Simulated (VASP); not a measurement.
# C (Cmme) in VASP: notebook

The runs below take C through single point, with PBE.

Program: VASP 6.6.1. These are calculated values, not measurements. Logs are shortened: lines on timing, memory, paths and dates and some standing lists are left out, and cuts for length are marked.

**1. The cell of the first run**

The structure is orthorhombic, space group Cmme (No. 67). Conventional cell: a = 2.582 Å, b = 3.973 Å, c = 8.707 Å, α = 90.00°, β = 90.00°, γ = 90.00°. Within 1.8 Å of C (site symmetry m) lie 3 C at 1.32 to 1.45 Å.

**2. Single point, PBE (normal strain along x +0.0467, normal strain along y -0.0700)**

The input, INCAR:

```
SYSTEM = C
  ALGO = Normal
  EDIFF = 1E-6
  ENCUT = 520
  GGA = PE
  ISIF = 2
  ISMEAR = 0
  LASPH = .TRUE.
  LCHARG = .FALSE.
  LREAL = .FALSE.
  LWAVE = .FALSE.
  NBANDS = 16
  NELM = 100
  PREC = Accurate
  SIGMA = 0.15
```

The input, KPOINTS:

```
k-points
0
G
  18 18 6
  0 0 0
```

The input, POSCAR:

```
C
1.0
    1.2908711330     -1.9865213371      0.0000000000
    1.2908711330      1.9865213371      0.0000000000
    0.0000000000      0.0000000000      8.7070207245
C
4
Direct
    0.0833329406      0.9166670594      0.7503043452
    0.5833329406      0.4166670594      0.2496956548
    0.9166670594      0.0833329406      0.2496956548
    0.4166670594      0.5833329406      0.7503043452
```

Potentials or basis: VASP PAW PBE potentials, release 64 (C).

Command:

```console
$ cat potpaw_PBE.64/C/POTCAR > POTCAR
$ mpirun -np 1 vasp_std > vasp.out
```

OUTCAR:

```text
SYSTEM = C
   EDIFF = 1E-6
   ENCUT = 520
   GGA = PE
   ISIF = 2
   ISMEAR = 0
   LASPH = .TRUE.
   LREAL = .FALSE.
   NELM = 100
   PREC = Accurate

 ion  position               nearest neighbor table
   1  0.083  0.917  0.750-   4 1.32   4 1.45   4 1.45
   2  0.583  0.417  0.250-   3 1.32   3 1.45   3 1.45
   3  0.917  0.083  0.250-   2 1.32   2 1.45   2 1.45
   4  0.417  0.583  0.750-   1 1.32   1 1.45   1 1.45

  LATTYP: Found a base centered orthorhombic cell.
 ALAT       =     2.5817422660
 B/A-ratio  =     1.5388998067
 C/A-ratio  =     3.3725367707

  Lattice vectors:

 A1 = (   1.2908711330,  -1.9865213371,   0.0000000000)
 A2 = (   1.2908711330,   1.9865213371,   0.0000000000)
 A3 = (   0.0000000000,   0.0000000000,   8.7070207245)

Analysis of symmetry for initial positions (statically):
=====================================================================
 Subroutine PRICEL returns:
 Original cell was already a primitive cell.

 Routine SETGRP: Setting up the symmetry group for a
 base centered orthorhombic supercell.

 Subroutine GETGRP returns: Found  8 space group operations
 (whereof  4 operations were pure point group operations)
 out of a pool of  8 trial point group operations.

The static configuration has the point symmetry C_2h.
 The point group associated with its full space group is D_2h.

Analysis of symmetry for dynamics (positions and initial velocities):
=====================================================================
 Subroutine PRICEL returns:
 Original cell was already a primitive cell.

 Routine SETGRP: Setting up the symmetry group for a
 base centered orthorhombic supercell.

 Subroutine GETGRP returns: Found  8 space group operations
 (whereof  4 operations were pure point group operations)
 out of a pool of  8 trial point group operations.

The dynamic configuration has the point symmetry C_2h.
 The point group associated with its full space group is D_2h.

 Subroutine INISYM returns: Found  8 space group operations
 (whereof  4 operations are pure point group operations),
 and found     1 'primitive' translations

----------------------------------------------------------------------------------------

                                     Primitive cell

  volume of cell :      44.6556

[... 91 lines left out ...]
   NELM   =    100;   NELMIN=  2; NELMDL= -5     # of ELM steps
   EDIFF  = 0.1E-05   stopping-criterion for ELM
   LREAL  =      F    real-space projection
   EDIFFG = 0.1E-04   stopping-criterion for IOM
   NSW    =      0    number of steps for IOM
   IBRION =     -1    ionic relax: 0-MD 1-quasi-New 2-CG
   NFREE  =      0    steps in history (QN), initial steepest desc. (CG)
   ISIF   =      2    stress and relaxation
   ISYM   =      2    0-nonsym 1-usesym 2-fastsym
   POTIM  = 0.5000    time-step for ionic-motion
   TEBEG  =    0.0;   TEEND  =   0.0 temperature during run
   PSTRESS=    0.0 pullay stress
   NELECT =      16.0000    total number of electrons
   NUPDOWN=      -1.0000    fix difference up-down
   EMIN   =  10.00;   EMAX   =-10.00  energy-range for DOS
   EFERMI =   0.00;   METHOD = LEGACY
   ISMEAR =     0;   SIGMA  =   0.15  broadening in eV -4-tet -1-fermi 0-gaus
   EFERMI_NEDOS =   21; number of points for ismear=-14 and -15
   IALGO  =     38    algorithm
   IMIX   =      4    mixing-type and parameters
     AMIX     =   0.40;   BMIX     =  1.00
     AMIX_MAG =   1.60;   BMIX_MAG =  1.00
  volume/ion in A,a.u.               =      11.16        75.34
  Fermi-wavevector in a.u.,A,eV,Ry     =   1.162759  2.197295 18.395182  1.352008
  Thomas-Fermi vector in A             =   2.299316
   LORBIT       =      0    0 simple, 1 ext, 2 COOP (PROOUT), +10 PAW based schemes
   GGA     = PE    functional components
   LHFCALC =     F    Hartree Fock is set to
   AEXX    =    0.0000 exact exchange contribution
   IVDW    =     0    specifies the selected vdW correction
   LEPSILON=     F    determine dielectric tensor
   LRPA    =     F    only Hartree local field effects (RPA)
 non-spin polarized calculation
 Gauss-broadening in eV      SIGMA  =   0.15
  energy-cutoff  :      520.00
  volume of cell :       44.66
 maximum number of plane-waves:      1228
 NGX is ok and might be reduce to    18
   NGX =  9   NGY =  9   NGZ = 33

 number of electron      15.9999998 magnetization

 Free energy of the ion-electron system (eV)
  ---------------------------------------------------
  ext. energy  EPLUGINS =         0.00000000
  ---------------------------------------------------
  free energy    TOTEN  =       -36.11871964 eV

  energy without entropy =      -36.11871810  energy(sigma->0) =      -36.11871887

 E-fermi :   3.0270     XC(G=0):  -8.6547

 val. band max:        2.6698620762   @ k =   0.3889   0.3889   0.0000
 cond. band min:       3.4147242223   @ k =   0.3889   0.3889   0.0000
 fundamental gap:      0.7448621461
 Fermi energy:         3.0269996162

 k-point     1 :       0.0000    0.0000    0.0000
  band No.  band energies     occupation
      1     -17.0118      2.00000
      2     -16.9840      2.00000
      3      -5.2317      2.00000
      4      -4.8252      2.00000
      5      -0.1843      2.00000
      6      -0.1825      2.00000
[... 433 lines left out ...]
      3      -4.0676      2.00000
      4      -3.6842      2.00000
      5      -3.6458      2.00000
      6      -3.6410      2.00000
[... 8 lines left out ...]
     15      12.7950      0.00000
     16      12.8291      0.00000

 [... further k-points ...]

------------------------ aborting loop because EDIFF is reached ----------------------------------------

  FORCE on cell =-STRESS in cart. coord.  units (eV):
  Direction    XX          YY          ZZ          XY          YZ          ZX
  --------------------------------------------------------------------------------------
  -------------------------------------------------------------------------------------
  Total       -7.2525662     17.7057804     -0.0188270      0.0000000      0.0000000      0.0000000
  in kB     -260.2115610    635.2577322     -0.6754848      0.0000000      0.0000000      0.0000000
  external PRESSURE =     124.7902288 kB  Pullay stress =       0.0000000 kB

 VOLUME and BASIS-vectors are now :
 -----------------------------------------------------------------------------
  energy-cutoff  :      520.00
  volume of cell :       44.66
      direct lattice vectors                 reciprocal lattice vectors
     1.290871133 -1.986521337  0.000000000     0.387335333 -0.251696265  0.000000000
     1.290871133  1.986521337  0.000000000     0.387335333  0.251696265  0.000000000
     0.000000000  0.000000000  8.707020724     0.000000000  0.000000000  0.114849847

 POSITION                                       TOTAL-FORCE (eV/Angst)
 -----------------------------------------------------------------------------------
      1.29087      1.65544      6.53292         0.000000      2.282364     -0.000076
      1.29087     -0.33109      2.17411         0.000000      2.282364      0.000076
      1.29087     -1.65544      2.17411         0.000000     -2.282364      0.000076
      1.29087      0.33109      6.53292         0.000000     -2.282364     -0.000076
 -----------------------------------------------------------------------------------
    total drift:                               -0.000000     -0.000000      0.000000

  FREE ENERGIE OF THE ION-ELECTRON SYSTEM (eV)
  ---------------------------------------------------
  free  energy   TOTEN  =       -36.1187196447 eV

  energy  without entropy=      -36.1187181013  energy(sigma->0) =      -36.11871887
```

stdout:

```text
POSCAR found type information on POSCAR C
 POSCAR found :  1 types and       4 ions
 scaLAPACK will be used
 LDA part: xc-table for (Slater+PW92), standard interpolation
 POSCAR, INCAR and KPOINTS ok, starting setup
 FFT: planning ... GRIDC
 FFT: planning ... GRID_SOFT
 FFT: planning ... GRID
 WAVECAR not read
 entering main loop
```

It took 2 min on 1 thread of AMD EPYC 9R45 (Zen 5), shared host; peak memory 0.26 GiB.

What came out:

| Item | Value |
| --- | --- |
| Free energy | -36.1187 eV |
| Pressure | 12.5 GPa |
| Largest force | 2.282 eV/Å |

Forces on the atoms (eV/Å):
```
C    0.000  2.282  0.000
C    0.000  2.282  0.000
C    0.000 -2.282  0.000
C    0.000 -2.282  0.000
```

Caveat: the cell differs from its parent crystal (normal strain along x +0.0467, normal strain along y -0.0700); the stress differs along the axes, from -26 to 64 GPa; this functional lacks dispersion, which binds layers or chains, so the pressure and a relaxed spacing across them are unreliable; forces of over 1 eV/Å act on the atoms, so gaps and moduli don't describe the material at rest.

**3. Single point, PBE (normal strain along x -0.0700, normal strain along y +0.0467)**

The input, INCAR:

```
SYSTEM = C
ALGO = Normal ; EDIFF = 1E-6
ENCUT = 520 ; GGA = PE
ISIF = 2 ; ISMEAR = 0
LASPH = .TRUE. ; LCHARG = .FALSE.
LREAL = .FALSE. ; LWAVE = .FALSE.
NBANDS = 16 ; NELM = 80
PREC = Accurate ; SIGMA = 0.15
```

KPOINTS is that of step 2.

Edit POSCAR of step 2 so:

```diff
@@ -2,4 +2,4 @@
 1.0
-    1.2908711330     -1.9865213371      0.0000000000
-    1.2908711330      1.9865213371      0.0000000000
+    1.1469476963     -2.2357977242      0.0000000000
+    1.1469476963      2.2357977242      0.0000000000
     0.0000000000      0.0000000000      8.7070207245
```

Potentials or basis: VASP PAW PBE potentials, release 64 (C).

Command:

```console
$ cat potpaw_PBE.64/C/POTCAR > POTCAR
$ mpirun -np 1 vasp_std > vasp.out
```

Run time: 2.3 min. Hardware: 1 thread of AMD EPYC 9R45 (Zen 5), shared host; peak memory 0.27 GiB.

Results (log left out):

| Property | Result |
| --- | --- |
| Free energy | -36.1284 eV |
| Pressure | 12.0 GPa |
| Largest force | 1.346 eV/Å |

Forces on the atoms (eV/Å):
```
C    0.000 -1.346  0.000
C    0.000 -1.346  0.000
C    0.000  1.346  0.000
C    0.000  1.346  0.000
```

Stress tensor (GPa, compression positive):
```
 61.81   0.00   0.00
  0.00 -25.82   0.00
  0.00   0.00  -0.05
```

Caveat: the cell differs from its parent crystal (normal strain along x -0.0700, normal strain along y +0.0467); the stress differs along the axes, from -26 to 62 GPa; this functional lacks dispersion, which binds layers or chains, so the pressure and a relaxed spacing across them are unreliable; forces of over 1 eV/Å act on the atoms, so gaps and moduli don't describe the material at rest.
